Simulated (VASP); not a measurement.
A run of VASP 6.6.1 is set up as follows.

INCAR

```
SYSTEM = Al
PREC = Accurate
ENCUT = 520
EDIFF = 1E-6
ISMEAR = 0
SIGMA = 0.1
LREAL = .False.
LASPH = .True.
NELM = 100
ALGO = Normal
ISIF = 2
LWAVE = .False.
LCHARG = .True.
GGA = PS
LELF = .True.
LVHAR = .True.
NBANDS = 8
```

KPOINTS

```
Automatic mesh
0
Gamma
  18 18 18
  0 0 0
```

POSCAR

```
Al
1.0
   -1.6143231854      1.6143231854      1.6143231854
    1.6143231854     -1.6143231854      1.6143231854
    1.6143231854      1.6143231854     -1.6143231854
Al
1
Direct
    0.0000000000      0.0000000000      0.0000000000
```

Potentials or basis: VASP PAW PBE potentials, release 64 (Al).

The run is started by

```sh
$ cat potpaw_PBE.64/Al/POTCAR > POTCAR
$ mpirun -np 1 vasp_std > vasp.out
```

(1) Predict the pressure.

(2) What does it give for the band gap on the k mesh?

Answers

(1) -1.0 GPa.

(2) zero (an odd number of electrons rules out a gap without spin polarisation).

Caveat: the cell differs from its parent crystal (strained); the PAW data sets were made with another functional, which shifts forces and pressure a little.
